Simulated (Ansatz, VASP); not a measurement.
**H: VASP beside Ansatz**

The input INCAR:

```
PREC = Accurate
ENCUT = 520
EDIFF = 1E-6
ISMEAR = 0
SIGMA = 0.05
LREAL = F
LASPH = T
NELM = 60
ALGO = Normal
ISIF = 2
LWAVE = F
LCHARG = F
NBANDS = 6
```

Contents of KPOINTS:

```
regular mesh
0
Gamma
  10 10 26
```

POSCAR

```
H
1.0
    2.5171568020      0.0000000000      0.0000000000
    0.0000000000      2.5171568020      0.0000000000
    0.0000000000      0.0000000000      0.9314682740
H
1
Direct
    0.0000000000      0.0000000000      0.5000000000
```

Input for Ansatz:

```yaml
crystal:
  lattice:
    - [2.517156802, 0.0, 0.0]
    - [0.0, 2.517156802, 0.0]
    - [0.0, 0.0, 0.931468274]
  atoms:
    - { symbol: H, position: [0.0, 0.0, 0.5] }
basis:
  ecutwfc: 420
kpoints:
  mp_grid: { grid: [10, 10, 26] }
hamiltonian:
  xc: lda
scf:
  occupations: { method: gaussian, width: 0.05 }
output:
  forces: true
  stress: true
  eigenvalues: true
```

Change from the starting cell: strain -0.050 along x and y, -0.050 along z, atoms carried along.

Alike in both runs: task single point; functional LDA; k mesh 10 × 10 × 26; occupations gaussian, width 0.05 eV; no spin polarisation.

|  | VASP | Ansatz |
| --- | --- | --- |
| version | VASP 6.6.1 | Ansatz 0.2.0 |
| potentials or method | VASP PAW LDA potentials, release 64 (H), cutoff 520 eV | scalar-relativistic, plane waves, PAW |
| valence electrons in the cell | 1 | 1 |

VASP gave:

```
gap on the k mesh at the Fermi level (eV)                     : none
pressure (GPa)                                                : 8.9
traceless stress, the component that is largest in VASP (GPa) : 16.44
```

Problem. Estimate Ansatz's values.

Solution. gap on the k mesh at the Fermi level (eV): none; pressure (GPa): 9.0; traceless stress, the component that is largest in VASP (GPa): 16.05.

LDA's correlation is that of Perdew and Zunger in VASP and of Perdew and Wang (1992) in Ansatz. A gap of «none» marks a metal or a gap that the smearing closes.
